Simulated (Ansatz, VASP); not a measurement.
# CdF2: VASP beside Ansatz

```xyz
3
Lattice="0.0000 2.8093 2.8854 2.8093 0.0000 2.8854 2.8093 2.8093 0.0000" Properties=species:S:1:pos:R:3 pbc="T T T"
Cd    0.0000    0.0000    0.0000
F     1.4046    1.4046    1.4427
F     4.2139    4.2139    4.3281
```

Alike in both runs: task single point; functional PBE; k mesh 8 × 8 × 8; occupations gaussian, width 0.05 eV; no spin polarisation.

```csv
,VASP,Ansatz
version,VASP 6.6.1,Ansatz 0.2.0
potentials or method,"VASP PAW PBE potentials, release 64 (Cd, F), cutoff 520 eV","scalar-relativistic, plane waves, PAW"
valence electrons in the cell,26,34
```

```csv
,VASP,Ansatz,Ansatz less VASP
gap on the k mesh at the Fermi level (eV),2.50,2.52,+0.025
least direct gap on the mesh (eV),3.12,3.15,+0.029
pressure (GPa),-7.1,-7.4,-0.26
"traceless stress, the component that is largest in VASP (GPa)",-1.71,-1.72,-0.016
```

With one functional, cell and mesh, what is left measures potentials, basis and numerics. VASP's potentials hold 26 valence electrons a cell and Ansatz's 34, so a difference there can come from the potentials and not from the codes.
